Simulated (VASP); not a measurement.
Crystal: Si2Ni.

```
CELL_PARAMETERS angstrom
0.00000 2.72317 2.72317
2.72317 0.00000 2.72317
2.72317 2.72317 0.00000
ATOMIC_POSITIONS crystal
Si 0.25000 0.25000 0.25000
Si 0.75000 0.75000 0.75000
Ni 0.00000 0.00000 0.00000
```

Base run:

```yaml
Program: VASP 6.6.1
Functional: PBE
Potentials_or_basis: VASP PAW PBE potentials, release 64 (Si, Ni)
Cutoff: 520 eV
k_mesh: 14 × 14 × 14
Occupations: gaussian, width 0.15 eV
Spin: collinear spin, ferromagnetic start
Starting_moments: "[0.0, 0.0, 0.625] μB"
Fixed_moment: 0.625 μB
```

Its results: pressure 1.2 GPa; site moments Si +0.08; Ni +0.30 μB.

Q: The run is repeated on the same cell with these changes: fixed moment from 0.625 μB to 0.125 μB; moments at the start from [0.0, 0.0, 0.62] to [0.0, 0.0, 0.12]. What comes out?

A: Pressure -0.1 GPa; site moments Si +0.02; Ni +0.07 μB.

Caveats: the total moment is fixed, so each spin has its own Fermi level.
